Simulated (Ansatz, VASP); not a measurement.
**One calculation of NbAs, two programs**

INCAR

```
  ALGO = Normal
  EDIFF = 1E-6
  ENCUT = 500
  GGA = PE
  GGA_COMPAT = False
  ISIF = 2
  ISMEAR = 0
  LASPH = True
  LCHARG = False
  LREAL = False
  LWAVE = False
  NBANDS = 26
  NELM = 120
  PREC = Accurate
  SIGMA = 0.1
```

Contents of KPOINTS:

```
k-points
0
Gamma
  4 4 4
```

Contents of POSCAR:

```
NbAs
1.0
   -1.7258500000      1.7258500000      5.8400000000
    1.7258500000     -1.7258500000      5.8400000000
    1.7258500000      1.7258500000     -5.8400000000
Nb As
2 2
Direct
    0.7500000000      0.7500000000      0.0000000000
    0.5000000000      0.0000000000      0.5000000000
    0.1660000000      0.1660000000      0.0000000000
    0.9160000000      0.4160000000      0.5000000000
```

Input for Ansatz:

```yaml
crystal:
  lattice:
    - [-1.72585, 1.72585, 5.84]
    - [1.72585, -1.72585, 5.84]
    - [1.72585, 1.72585, -5.84]
  atoms:
    - { symbol: Nb, position: [0.75, 0.75, 0.0] }
    - { symbol: Nb, position: [0.5, 0.0, 0.5] }
    - { symbol: As, position: [0.166, 0.166, 0.0] }
    - { symbol: As, position: [0.916, 0.416, 0.5] }
basis:
  precision: f64
kpoints:
  mp_grid: { grid: [4, 4, 4] }
hamiltonian:
  xc: pbe
scf:
  occupations: { method: gaussian, width: 0.1 }
  max_iter: 76
output:
  forces: true
  stress: true
  eigenvalues: true
```

Alike in both runs: task single point; functional PBE; k mesh 4 × 4 × 4; occupations gaussian, width 0.1 eV; no spin polarisation.

```csv
,VASP,Ansatz
version,VASP 6.6.1,Ansatz 0.2.0
potentials or method,"VASP PAW PBE potentials, release 64 (Nb_sv, As)","scalar-relativistic, plane waves, PAW"
plane-wave cutoff (eV),500,420
valence electrons in the cell,36,56
```

```tsv
	VASP	Ansatz	Ansatz less VASP
gap on the k mesh at the Fermi level (eV)	none	none	-
pressure (GPa)	3.7	3.7	+0.01
traceless stress, the component that is largest in VASP (GPa)	0.97	1.05	+0.072
rms of the force components (eV/Å)	0.165	0.165	-0.0006
```

Atom by atom the forces differ by 0.001 eV/Å (rms over components). A gap of «none» marks a metal or a gap that the smearing closes. VASP's potentials hold 36 valence electrons a cell and Ansatz's 56, so a difference there can come from the potentials and not from the codes.

The k mesh is coarse, so the values compare programs but aren't converged.
